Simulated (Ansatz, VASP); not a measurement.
In: VASP beside Ansatz

```
In
1.0
     1.66964    0.96397    8.20746
    -1.66964    0.96397    8.20746
     0.00000   -1.92793    8.20746
In
3
Direct
  0.00000 0.00000 0.00000
  0.77801 0.77801 0.77801
  0.22199 0.22199 0.22199
```

Alike in both runs: task single point; functional PBEsol; k mesh 14 × 14 × 14; occupations fermi-dirac, width 0.05 eV; no spin polarisation.

|  | VASP | Ansatz |
| --- | --- | --- |
| version | VASP 6.6.1 | Ansatz 0.2.0 |
| potentials or method | VASP PAW PBE potentials, release 64 (In_d), cutoff 500 eV | all-electron LAPW, scalar-relativistic |

Ansatz gave:

| Item | Value |
| --- | --- |
| pressure (GPa) | -1.2 |
| traceless stress, the component that is largest in VASP (GPa) | 0.17 |
| rms of the force components (eV/Å) | 0.006 |

Task: Which values does VASP return?

Result: Pressure (GPa): -1.2; traceless stress, the component that is largest in VASP (GPa): 0.17; rms of the force components (eV/Å): 0.007.

VASP's potentials were made for PBE, not for PBEsol. Atom by atom the forces differ by 0.000 eV/Å (rms over components). Ansatz ran all-electron here, and VASP with PAW potentials.
